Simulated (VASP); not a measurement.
# Mn2ZnAs2 in VASP: single point with PBE

Aim: the single point of Mn2ZnAs2 with PBE.

Program: VASP 6.6.1. These are calculated values, not measurements. Logs are shortened: lines on timing, memory, paths and dates and some standing lists are left out, and cuts for length are marked.

### 1 The cell of the first run

The typed cell holds 5 atoms: a = 4.155 Å, b = 4.155 Å, c = 6.662 Å, α = 90.00°, β = 90.00°, γ = 120.00°.

### 2 Single point, PBE

INCAR reads:

```
SYSTEM = Mn2ZnAs2
PREC = Accurate
ENCUT = 520
EDIFF = 1E-6
ISMEAR = 0
SIGMA = 0.059
LREAL = .FALSE.
LASPH = .TRUE.
NELM = 60
ALGO = Normal
ISIF = 2
LWAVE = .FALSE.
LCHARG = .FALSE.
GGA = PE
NBANDS = 32
```

KPOINTS reads:

```
Automatic mesh
0
G
  9 9 5
  0 0 0
```

POSCAR reads:

```
Mn2ZnAs2
1.0
    4.1552510000      0.0000000000      0.0000000000
   -2.0776250000      3.5985540000      0.0000000000
    0.0000000000      0.0000000000      6.6621870000
Mn As Zn
2 2 1
Direct
    0.3333000000      0.6667000000      0.3694400000
    0.6667000000      0.3333000000      0.6305600000
    0.3333000000      0.6667000000      0.7679300000
    0.6667000000      0.3333000000      0.2320700000
    0.0000000000      0.0000000000      0.0000000000
```

Potentials or basis: VASP PAW PBE potentials, release 64 (Mn_pv, As, Zn).

Launch:

```console
> cat potpaw_PBE.64/Mn_pv/POTCAR potpaw_PBE.64/As/POTCAR potpaw_PBE.64/Zn/POTCAR > POTCAR
> mpirun -np 1 vasp_std > vasp.out
```

OUTCAR:

```text
SYSTEM = Mn2ZnAs2
   PREC = Accurate
   ENCUT = 520
   EDIFF = 1E-6
   ISMEAR = 0
   LREAL = .FALSE.
   LASPH = .TRUE.
   NELM = 60
   ISIF = 2
   GGA = PE

 ion  position               nearest neighbor table
   1  0.333  0.667  0.369-   4 2.57   4 2.57   4 2.57   3 2.65   2 2.96   2 2.96   2 2.96
   2  0.667  0.333  0.631-   3 2.57   3 2.57   3 2.57   4 2.65   1 2.96   1 2.96   1 2.96
   3  0.333  0.667  0.768-   2 2.57   2 2.57   2 2.57   1 2.65   5 2.85   5 2.85   5 2.85
   4  0.667  0.333  0.232-   1 2.57   1 2.57   1 2.57   2 2.65   5 2.85   5 2.85   5 2.85
   5  0.000  0.000  0.000-   3 2.85   4 2.85   4 2.85   3 2.85   4 2.85   3 2.85

  LATTYP: Found a hexagonal cell.
 ALAT       =     4.1552510000
 C/A-ratio  =     1.6033175854

  Lattice vectors:

 A1 = (   4.1552510000,   0.0000000000,   0.0000000000)
 A2 = (  -2.0776250000,   3.5985540000,   0.0000000000)
 A3 = (   0.0000000000,   0.0000000000,   6.6621870000)

Analysis of symmetry for initial positions (statically):
=====================================================================
 Subroutine PRICEL returns:
 Original cell was already a primitive cell.

 Routine SETGRP: Setting up the symmetry group for a
 hexagonal supercell.

 Subroutine GETGRP returns: Found  4 space group operations
 (whereof  4 operations were pure point group operations)
 out of a pool of 24 trial point group operations.

The static configuration has the point symmetry C_2h.

Analysis of symmetry for dynamics (positions and initial velocities):
=====================================================================
 Subroutine PRICEL returns:
 Original cell was already a primitive cell.

 Routine SETGRP: Setting up the symmetry group for a
 hexagonal supercell.

 Subroutine GETGRP returns: Found  4 space group operations
 (whereof  4 operations were pure point group operations)
 out of a pool of 24 trial point group operations.

The dynamic configuration has the point symmetry C_2h.

 Subroutine INISYM returns: Found  4 space group operations
 (whereof  4 operations are pure point group operations),
 and found     1 'primitive' translations

----------------------------------------------------------------------------------------

                                     Primitive cell

  volume of cell :      99.6190

  direct lattice vectors                    reciprocal lattice vectors
     4.155251000  0.000000000  0.000000000     0.240659349  0.138944665  0.000000000
    -2.077625000  3.598554000  0.000000000     0.000000000  0.277889397  0.000000000
     0.000000000  0.000000000  6.662187000     0.000000000  0.000000000  0.150100860

  length of vectors
     4.155251000  4.155251681  6.662187000     0.277889442  0.277889397  0.150100860

  position of ions in fractional coordinates (direct lattice)
     0.333300000  0.666700000  0.369440000
     0.666700000  0.333300000  0.630560000
     0.333300000  0.666700000  0.767930000
     0.666700000  0.333300000  0.232070000
     0.000000000  0.000000000  0.000000000

  ion indices of the primitive-cell ions
   primitive index   ion index
                 1           1
                 2           2
                 3           3
                 4           4
                 5           5

----------------------------------------------------------------------------------------

 KPOINTS: Automatic mesh

Automatic generation of k-mesh.
 Grid dimensions read from file:
 generate k-points for:    9    9    5

 Generating k-lattice:

  Cartesian coordinates                     Fractional coordinates (reciprocal lattice)
     0.026739928  0.015438296  0.000000000     0.111111111  0.000000000  0.000000000
     0.000000000  0.030876600  0.000000000     0.000000000  0.111111111  0.000000000
     0.000000000  0.000000000  0.030020172     0.000000000  0.000000000  0.200000000

  Length of vectors
     0.030876605  0.030876600  0.030020172

  Shift w.r.t. Gamma in fractional coordinates (k-lattice)
     0.000000000  0.000000000  0.000000000

 Subroutine IBZKPT returns following result:
 ===========================================

 Found    115 irreducible k-points:

 Following reciprocal coordinates:
            Coordinates               Weight
  0.000000  0.000000  0.000000      1.000000
  0.111111 -0.000000  0.000000      4.000000
 -0.111111  0.111111  0.000000      2.000000
  0.222222 -0.000000  0.000000      4.000000
 -0.222222  0.222222  0.000000      2.000000
  0.333333  0.000000  0.000000      4.000000
[... 16 lines left out ...]
 -0.222222 -0.444444  0.000000      4.000000
  0.444444  0.333333  0.000000      4.000000
 [... further k-points ...]
   k-points           NKPTS =    115   k-points in BZ     NKDIM =    115   number of bands    NBANDS=     32
   number of dos      NEDOS =    301   number of ions     NIONS =      5
   total plane-waves  NPLWV =  51200
   dimension x,y,z NGX =    32 NGY =   32 NGZ =   50
   dimension x,y,z NGXF=    64 NGYF=   64 NGZF=  100
   ions per type =               2   2   1
   NGX,Y,Z   is equivalent  to a cutoff of  12.80, 12.80, 12.48 a.u.
   NGXF,Y,Z  is equivalent  to a cutoff of  25.61, 25.61, 24.95 a.u.
 SYSTEM =  Mn2ZnAs2
   PREC   = accura    normal or accurate (medium, high low for compatibility)
   ISTART =      0    job   : 0-new  1-cont  2-samecut
   ICHARG =      2    charge: 1-file 2-atom 10-const
   ISPIN  =      1    spin polarized calculation?
   LNONCOLLINEAR =      F non collinear calculations
   LSORBIT =      F    spin-orbit coupling
   LASPH  =      T    aspherical Exc in radial PAW
   ENCUT  =  520.0 eV  38.22 Ry    6.18 a.u.   7.73  7.73 12.39*2*pi/ulx,y,z
   NELM   =     60;   NELMIN=  2; NELMDL= -5     # of ELM steps
   EDIFF  = 0.1E-05   stopping-criterion for ELM
   LREAL  =      F    real-space projection
   EDIFFG = 0.1E-04   stopping-criterion for IOM
   NSW    =      0    number of steps for IOM
   IBRION =     -1    ionic relax: 0-MD 1-quasi-New 2-CG
   NFREE  =      0    steps in history (QN), initial steepest desc. (CG)
   ISIF   =      2    stress and relaxation
   ISYM   =      2    0-nonsym 1-usesym 2-fastsym
   POTIM  = 0.5000    time-step for ionic-motion
   TEBEG  =    0.0;   TEEND  =   0.0 temperature during run
   PSTRESS=    0.0 pullay stress
   NELECT =      48.0000    total number of electrons
   NUPDOWN=      -1.0000    fix difference up-down
   EMIN   =  10.00;   EMAX   =-10.00  energy-range for DOS
   EFERMI =   0.00;   METHOD = LEGACY
   ISMEAR =     0;   SIGMA  =   0.06  broadening in eV -4-tet -1-fermi 0-gaus
   EFERMI_NEDOS =   21; number of points for ismear=-14 and -15
   IALGO  =     38    algorithm
   IMIX   =      4    mixing-type and parameters
     AMIX     =   0.40;   BMIX     =  1.00
     AMIX_MAG =   1.60;   BMIX_MAG =  1.00
  volume/ion in A,a.u.               =      19.92       134.45
  Fermi-wavevector in a.u.,A,eV,Ry     =   1.283437  2.425344 22.411658  1.647210
  Thomas-Fermi vector in A             =   2.415690
   LORBIT       =      0    0 simple, 1 ext, 2 COOP (PROOUT), +10 PAW based schemes
   GGA     = PE    functional components
   LHFCALC =     F    Hartree Fock is set to
   AEXX    =    0.0000 exact exchange contribution
   IVDW    =     0    specifies the selected vdW correction
   LEPSILON=     F    determine dielectric tensor
   LRPA    =     F    only Hartree local field effects (RPA)
 non-spin polarized calculation
 Gauss-broadening in eV      SIGMA  =   0.06
  energy-cutoff  :      520.00
  volume of cell :       99.62
 maximum number of plane-waves:      2713
   NGX = 15   NGY = 15   NGZ = 25

 number of electron      48.0000015 magnetization

 Free energy of the ion-electron system (eV)
  ---------------------------------------------------
  ext. energy  EPLUGINS =         0.00000000
  ---------------------------------------------------
  free energy    TOTEN  =       -25.64856953 eV

  energy without entropy =      -25.62643190  energy(sigma->0) =      -25.63750071

 E-fermi :   4.1526     XC(G=0): -10.3329

 val. band max:        4.1524359658   @ k =   0.4444  -0.0000   0.2000
 cond. band min:       4.1530781537   @ k =  -0.4444   0.4444   0.2000
 fundamental gap:      0.0006421879
 Fermi energy:         4.1525607942

 k-point     1 :       0.0000    0.0000    0.0000
  band No.  band energies     occupation
      1     -43.6077      2.00000
      2     -43.6077      2.00000
      3     -43.5824      2.00000
      4     -43.5824      2.00000
      5     -43.5138      2.00000
      6     -43.4878      2.00000
[... 24 lines left out ...]
     31       7.2260      0.00000
     32       9.2030      0.00000

 k-point     2 :       0.1111   -0.0000    0.0000
  band No.  band energies     occupation
      1     -43.6081      2.00000
      2     -43.6076      2.00000
      3     -43.5836      2.00000
      4     -43.5821      2.00000
      5     -43.5126      2.00000
      6     -43.4882      2.00000
[... 24 lines left out ...]
     31       7.6519      0.00000
     32       8.4895      0.00000

 k-point     3 :      -0.1111    0.1111    0.0000
  band No.  band energies     occupation
      1     -43.6081      2.00000
      2     -43.6076      2.00000
      3     -43.5836      2.00000
      4     -43.5821      2.00000
      5     -43.5126      2.00000
      6     -43.4882      2.00000
[... 24 lines left out ...]
     31       7.6518      0.00000
     32       8.4899      0.00000

 k-point     4 :       0.2222   -0.0000    0.0000
  band No.  band energies     occupation
      1     -43.6090      2.00000
      2     -43.6074      2.00000
      3     -43.5866      2.00000
      4     -43.5814      2.00000
      5     -43.5095      2.00000
      6     -43.4893      2.00000
[... 654 lines left out ...]
     31       9.1945      0.00000
     32       9.6068      0.00000

 k-point    23 :      -0.2222   -0.4444    0.0000
  band No.  band energies     occupation
      1     -43.6122      2.00000
      2     -43.6030      2.00000
      3     -43.5958      2.00000
      4     -43.5795      2.00000
      5     -43.5003      2.00000
      6     -43.4948      2.00000
[... 24 lines left out ...]
     31       9.1943      0.00000
     32       9.6069      0.00000

 k-point    24 :       0.4444    0.3333    0.0000
  band No.  band energies     occupation
      1     -43.6122      2.00000
      2     -43.6030      2.00000
      3     -43.5959      2.00000
      4     -43.5795      2.00000
      5     -43.5003      2.00000
      6     -43.4948      2.00000
[... 24 lines left out ...]
     31       9.1946      0.00000
     32       9.6068      0.00000

 [... further k-points ...]

------------------------ aborting loop because EDIFF is reached ----------------------------------------

  FORCE on cell =-STRESS in cart. coord.  units (eV):
  Direction    XX          YY          ZZ          XY          YZ          ZX
  --------------------------------------------------------------------------------------
  -------------------------------------------------------------------------------------
  Total      -10.2071377    -10.2058950    -11.9015252      0.0010801     -0.0009859      0.0017075
  in kB     -164.1619309   -164.1419438   -191.4128536      0.0173714     -0.0158556      0.0274614
  external PRESSURE =    -173.2389095 kB  Pullay stress =       0.0000000 kB

 VOLUME and BASIS-vectors are now :
 -----------------------------------------------------------------------------
  energy-cutoff  :      520.00
  volume of cell :       99.62
      direct lattice vectors                 reciprocal lattice vectors
     4.155251000  0.000000000  0.000000000     0.240659349  0.138944665  0.000000000
    -2.077625000  3.598554000  0.000000000     0.000000000  0.277889397  0.000000000
     0.000000000  0.000000000  6.662187000     0.000000000  0.000000000  0.150100860

 POSITION                                       TOTAL-FORCE (eV/Angst)
 -----------------------------------------------------------------------------------
     -0.00021      2.39916      2.46128         0.001382     -0.000798      0.860612
      2.07783      1.19940      4.20091        -0.001382      0.000798     -0.860612
     -0.00021      2.39916      5.11609         0.001248     -0.000720     -2.007919
      2.07783      1.19940      1.54609        -0.001248      0.000720      2.007919
      0.00000      0.00000      0.00000        -0.000000      0.000000      0.000000
 -----------------------------------------------------------------------------------
    total drift:                               -0.000000      0.000000      0.000000

  FREE ENERGIE OF THE ION-ELECTRON SYSTEM (eV)
  ---------------------------------------------------
  free  energy   TOTEN  =       -25.6485695289 eV

  energy  without entropy=      -25.6264318953  energy(sigma->0) =      -25.63750071
```

Wall time 7.2 min (1 thread of AMD EPYC 7R13, shared host); peak memory 0.44 GiB.

Results:

```yaml
Free_energy: -25.6486 eV
Pressure: -17.3 GPa
Largest_force: 2.008 eV/Å
Band_gap_on_the_k_mesh: zero (bands 24 and 25 overlap by 0.20 eV)
```

Forces in eV/Å, atoms in the order of the input:
```
Mn   0.001 -0.001  0.861
Mn  -0.001  0.001 -0.861
As   0.001 -0.001 -2.008
As  -0.001  0.001  2.008
Zn   0.000  0.000  0.000
```

Stress tensor (GPa, compression positive):
```
-16.42   0.00   0.00
  0.00 -16.41   0.00
  0.00   0.00 -19.14
```

Levels at points of the mesh, in eV from the Fermi level:
```csv
k point,band 21,band 22,band 23,band 24,band 25,band 26,band 27,band 28
"(0.00, 0.00, 0.00)",-0.84,0.02,0.02,0.02,0.54,1.67,1.79,1.79
```

Caveat: the cell stands under tension; the run has no spin polarisation, though such a crystal can be magnetic; forces of over 1 eV/Å act on the atoms, so gaps and moduli don't describe the material at rest.
